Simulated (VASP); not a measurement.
# Si (Fm-3m) in VASP: single point with r2SCAN

Aim: the single point of Si with r2SCAN.

Program: VASP 6.6.1. These are calculated values, not measurements. Logs are shortened: lines on timing, memory, paths and dates and some standing lists are left out, and cuts for length are marked.

### Step 1. The cell of the first run

Symmetry: Fm-3m, No. 225, cubic system. Conventional cell: a = 3.822 Å, b = 3.822 Å, c = 3.822 Å, α = 90.00°, β = 90.00°, γ = 90.00°. Si (site symmetry m-3m) has 12 Si at 2.70 Å within 3.6 Å.

### Step 2. Single point, r2SCAN

File POSCAR:

```
Si
1.0
    0.0000000000      1.9108305409      1.9108305409
    1.9108305409      0.0000000000      1.9108305409
    1.9108305409      1.9108305409      0.0000000000
Si
1
Direct
    0.0000000000      0.0000000000      0.0000000000
```

File INCAR.step1:

```
PREC = Accurate
ENCUT = 550
ISMEAR = 0
SIGMA = 0.1
LREAL = False
LASPH = True
NELM = 120
NBANDS = 8
GGA = PE
ALGO = Normal
EDIFF = 1E-5
LWAVE = True
LCHARG = False
GGA_COMPAT = False
```

File INCAR.step2:

```
PREC = Accurate
ENCUT = 550
EDIFF = 1E-6
ISMEAR = 0
SIGMA = 0.1
LREAL = False
LASPH = True
NELM = 120
ALGO = Normal
ISIF = 2
LWAVE = False
LCHARG = False
METAGGA = R2SCAN
LMIXTAU = True
NBANDS = 8
ISTART = 1
GGA_COMPAT = False
```

File KPOINTS:

```
Automatic mesh
0
Gamma
  8 8 8
```

Potentials or basis: VASP PAW PBE potentials, release 64 (Si).

Command:

```console
> cat potpaw_PBE.64/Si/POTCAR > POTCAR
> cp INCAR.step1 INCAR
> mpirun -np 1 vasp_std > vasp.out
> cp INCAR.step2 INCAR
> mpirun -np 1 vasp_std > vasp.out
```

OUTCAR:

```text
PREC = Accurate
   ENCUT = 550
   EDIFF = 1E-6
   ISMEAR = 0
   LREAL = False
   LASPH = True
   NELM = 120
   ISIF = 2
   METAGGA = R2SCAN
   ISTART = 1

 ion  position               nearest neighbor table
   1  0.000  0.000  0.000-

  LATTYP: Found a face centered cubic cell.
 ALAT       =     3.8216610818

  Lattice vectors:

 A1 = (   0.0000000000,   1.9108305409,   1.9108305409)
 A2 = (   1.9108305409,   0.0000000000,   1.9108305409)
 A3 = (   1.9108305409,   1.9108305409,   0.0000000000)

Analysis of symmetry for initial positions (statically):
=====================================================================
 Subroutine PRICEL returns:
 Original cell was already a primitive cell.

 Routine SETGRP: Setting up the symmetry group for a
 face centered cubic supercell.

 Subroutine GETGRP returns: Found 48 space group operations
 (whereof 48 operations were pure point group operations)
 out of a pool of 48 trial point group operations.

The static configuration has the point symmetry O_h .

Analysis of symmetry for dynamics (positions and initial velocities):
=====================================================================
 Subroutine PRICEL returns:
 Original cell was already a primitive cell.

 Routine SETGRP: Setting up the symmetry group for a
 face centered cubic supercell.

 Subroutine GETGRP returns: Found 48 space group operations
 (whereof 48 operations were pure point group operations)
 out of a pool of 48 trial point group operations.

The dynamic configuration has the point symmetry O_h .

 Subroutine INISYM returns: Found 48 space group operations
 (whereof 48 operations are pure point group operations),
 and found     1 'primitive' translations

----------------------------------------------------------------------------------------

                                     Primitive cell

  volume of cell :      13.9539

  direct lattice vectors                    reciprocal lattice vectors
     0.000000000  1.910830541  1.910830541    -0.261666322  0.261666322  0.261666322
     1.910830541  0.000000000  1.910830541     0.261666322 -0.261666322  0.261666322
     1.910830541  1.910830541  0.000000000     0.261666322  0.261666322 -0.261666322

  length of vectors
     2.702322466  2.702322466  2.702322466     0.453219365  0.453219365  0.453219365

  position of ions in fractional coordinates (direct lattice)
     0.000000000  0.000000000  0.000000000

  ion indices of the primitive-cell ions
   primitive index   ion index
                 1           1

----------------------------------------------------------------------------------------

 KPOINTS: Automatic mesh

Automatic generation of k-mesh.
 Grid dimensions read from file:
 generate k-points for:    8    8    8

 Generating k-lattice:

  Cartesian coordinates                     Fractional coordinates (reciprocal lattice)
    -0.032708290  0.032708290  0.032708290     0.125000000  0.000000000  0.000000000
     0.032708290 -0.032708290  0.032708290     0.000000000  0.125000000  0.000000000
     0.032708290  0.032708290 -0.032708290     0.000000000  0.000000000  0.125000000

  Length of vectors
     0.056652421  0.056652421  0.056652421

  Shift w.r.t. Gamma in fractional coordinates (k-lattice)
     0.000000000  0.000000000  0.000000000

 Subroutine IBZKPT returns following result:
 ===========================================

 Found     29 irreducible k-points:

 Following reciprocal coordinates:
            Coordinates               Weight
  0.000000  0.000000  0.000000      1.000000
  0.125000  0.000000  0.000000      8.000000
  0.250000  0.000000  0.000000      8.000000
  0.375000  0.000000  0.000000      8.000000
  0.500000  0.000000  0.000000      4.000000
  0.125000  0.125000  0.000000      6.000000
[... 16 lines left out ...]
  0.500000  0.250000  0.125000     48.000000
 -0.375000  0.250000  0.125000     24.000000
 [... further k-points ...]
   k-points           NKPTS =     29   k-points in BZ     NKDIM =     29   number of bands    NBANDS=      8
   number of dos      NEDOS =    301   number of ions     NIONS =      1
   total plane-waves  NPLWV =  13824
   dimension x,y,z NGX =    24 NGY =   24 NGZ =   24
   dimension x,y,z NGXF=    48 NGYF=   48 NGZF=   48
   ions per type =               1
   NGX,Y,Z   is equivalent  to a cutoff of  14.76, 14.76, 14.76 a.u.
   NGXF,Y,Z  is equivalent  to a cutoff of  29.53, 29.53, 29.53 a.u.
 SYSTEM =  unknown system
   PREC   = accura    normal or accurate (medium, high low for compatibility)
   ISTART =      1    job   : 0-new  1-cont  2-samecut
   ICHARG =      0    charge: 1-file 2-atom 10-const
   ISPIN  =      1    spin polarized calculation?
   LNONCOLLINEAR =      F non collinear calculations
   LSORBIT =      F    spin-orbit coupling
   LASPH  =      T    aspherical Exc in radial PAW
   ENCUT  =  550.0 eV  40.42 Ry    6.36 a.u.   5.17  5.17  5.17*2*pi/ulx,y,z
   NELM   =    120;   NELMIN=  2; NELMDL=  0     # of ELM steps
   EDIFF  = 0.1E-05   stopping-criterion for ELM
   LREAL  =      F    real-space projection
   EDIFFG = 0.1E-04   stopping-criterion for IOM
   NSW    =      0    number of steps for IOM
   IBRION =     -1    ionic relax: 0-MD 1-quasi-New 2-CG
   NFREE  =      0    steps in history (QN), initial steepest desc. (CG)
   ISIF   =      2    stress and relaxation
   ISYM   =      2    0-nonsym 1-usesym 2-fastsym
   POTIM  = 0.5000    time-step for ionic-motion
   TEBEG  =    0.0;   TEEND  =   0.0 temperature during run
   PSTRESS=    0.0 pullay stress
   NELECT =       4.0000    total number of electrons
   NUPDOWN=      -1.0000    fix difference up-down
   EMIN   =  10.00;   EMAX   =-10.00  energy-range for DOS
   EFERMI =   0.00;   METHOD = LEGACY
   ISMEAR =     0;   SIGMA  =   0.10  broadening in eV -4-tet -1-fermi 0-gaus
   EFERMI_NEDOS =   21; number of points for ismear=-14 and -15
   IALGO  =     38    algorithm
   IMIX   =      4    mixing-type and parameters
     AMIX     =   0.40;   BMIX     =  1.00
     AMIX_MAG =   1.60;   BMIX_MAG =  1.00
  volume/ion in A,a.u.               =      13.95        94.17
  Fermi-wavevector in a.u.,A,eV,Ry     =   1.079434  2.039834 15.853198  1.165177
  Thomas-Fermi vector in A             =   2.215399
   LORBIT       =      0    0 simple, 1 ext, 2 COOP (PROOUT), +10 PAW based schemes
   METAGGA = R2SCAN    functional components
   LHFCALC =     F    Hartree Fock is set to
   AEXX    =    0.0000 exact exchange contribution
   IVDW    =     0    specifies the selected vdW correction
   LEPSILON=     F    determine dielectric tensor
   LRPA    =     F    only Hartree local field effects (RPA)
 non-spin polarized calculation
 Gauss-broadening in eV      SIGMA  =   0.10
  energy-cutoff  :      550.00
  volume of cell :       13.95
 maximum number of plane-waves:       419
 NGX is ok and might be reduce to    24
   NGX = 11   NGY = 11   NGZ = 11

 number of electron       4.0000000 magnetization

 Free energy of the ion-electron system (eV)
  ---------------------------------------------------
  ext. energy  EPLUGINS =         0.00000000
  ---------------------------------------------------
  free energy    TOTEN  =        -7.99741953 eV

  energy without entropy =       -7.99278785  energy(sigma->0) =       -7.99510369

 E-fermi :  10.8700     XC(G=0): -12.1389

 val. band max:       10.7185276101   @ k =  -0.2500   0.1250   0.0000
 cond. band min:      10.9141731476   @ k =  -0.3750   0.2500   0.0000
 fundamental gap:      0.1956455375
 Fermi energy:        10.8700470757

 k-point     1 :       0.0000    0.0000    0.0000
  band No.  band energies     occupation
      1      -5.0310      2.00000
      2      23.1551      0.00000
      3      23.1551      0.00000
      4      23.1551      0.00000
      5      23.4777      0.00000
      6      23.4777      0.00000
      7      23.4777      0.00000
      8      29.0892      0.00000

 k-point     2 :       0.1250    0.0000    0.0000
  band No.  band energies     occupation
      1      -4.5354      2.00000
      2      17.8205      0.00000
      3      21.4742      0.00000
      4      21.4742      0.00000
      5      25.1748      0.00000
      6      25.6825      0.00000
      7      25.6825      0.00000
      8      29.2573      0.00000

 k-point     3 :       0.2500    0.0000    0.0000
  band No.  band energies     occupation
      1      -3.0555      2.00000
      2      12.1142      0.00000
      3      20.4360      0.00000
      4      20.4360      0.00000
      5      25.0529      0.00000
      6      25.2539      0.00000
      7      25.2539      0.00000
      8      30.2714      0.00000

 k-point     4 :       0.3750    0.0000    0.0000
  band No.  band energies     occupation
      1      -0.6122      2.00000
      2       7.0416      2.00000
      3      20.1545      0.00000
      4      20.1545      0.00000
      5      23.2022      0.00000
      6      23.2022      0.00000
      7      25.1315      0.00000
      8      28.7747      0.00000

 k-point     5 :       0.5000    0.0000    0.0000
  band No.  band energies     occupation
      1       2.5726      2.00000
      2       2.9707      2.00000
      3      20.2659      0.00000
      4      20.2659      0.00000
      5      22.2623      0.00000
      6      22.2623      0.00000
      7      25.3915      0.00000
      8      27.7026      0.00000
[... 177 lines left out ...]
 k-point    22 :       0.3750    0.2500    0.1250
  band No.  band energies     occupation
      1      -1.7483      2.00000
      2      12.7803      0.00000
      3      13.8913      0.00000
      4      18.1454      0.00000
      5      22.6580      0.00000
      6      23.9817      0.00000
      7      27.9261      0.00000
      8      31.5275      0.00000

 k-point    23 :       0.5000    0.2500    0.1250
  band No.  band energies     occupation
      1       0.6796      2.00000
      2       8.2456      2.00000
      3      13.2802      0.00000
      4      15.7023      0.00000
      5      23.0795      0.00000
      6      25.4781      0.00000
      7      27.8725      0.00000
      8      32.3467      0.00000

 k-point    24 :      -0.3750    0.2500    0.1250
  band No.  band energies     occupation
      1       3.8629      2.00000
      2       4.2082      2.00000
      3      13.7922      0.00000
      4      14.2849      0.00000
      5      23.4132      0.00000
      6      24.4862      0.00000
      7      31.2056      0.00000
      8      32.0795      0.00000

 [... further k-points ...]
[... 5 lines left out ...]
  --------------------------------------------------------------------------------------
  -------------------------------------------------------------------------------------
  Total       -0.1886134     -0.1886134     -0.1886134     -0.0000000     -0.0000000     -0.0000000
  in kB      -21.6564127    -21.6564127    -21.6564127     -0.0000000     -0.0000000     -0.0000000
  external PRESSURE =     -21.6564127 kB  Pullay stress =       0.0000000 kB

 VOLUME and BASIS-vectors are now :
 -----------------------------------------------------------------------------
  energy-cutoff  :      550.00
  volume of cell :       13.95
      direct lattice vectors                 reciprocal lattice vectors
     0.000000000  1.910830541  1.910830541    -0.261666322  0.261666322  0.261666322
     1.910830541  0.000000000  1.910830541     0.261666322 -0.261666322  0.261666322
     1.910830541  1.910830541  0.000000000     0.261666322  0.261666322 -0.261666322

 POSITION                                       TOTAL-FORCE (eV/Angst)
 -----------------------------------------------------------------------------------
      0.00000      0.00000      0.00000         0.000000     -0.000000     -0.000000
 -----------------------------------------------------------------------------------
    total drift:                                0.000000      0.000000     -0.000000

  FREE ENERGIE OF THE ION-ELECTRON SYSTEM (eV)
  ---------------------------------------------------
  free  energy   TOTEN  =        -7.9974195271 eV

  energy  without entropy=       -7.9927878453  energy(sigma->0) =       -7.99510369
```

Wall time 22 s (1 thread of Intel Xeon 8259CL, shared host); peak memory 0.13 GiB.

What came out:

* Free energy: -7.9974 eV
* Pressure: -2.2 GPa
* Band gap on the k mesh: zero (band 2 reaches 23.16 eV, above the bottom of band 3 at 7.36 eV)

Caveat: the PAW data sets were made with another functional, which shifts forces and pressure a little.
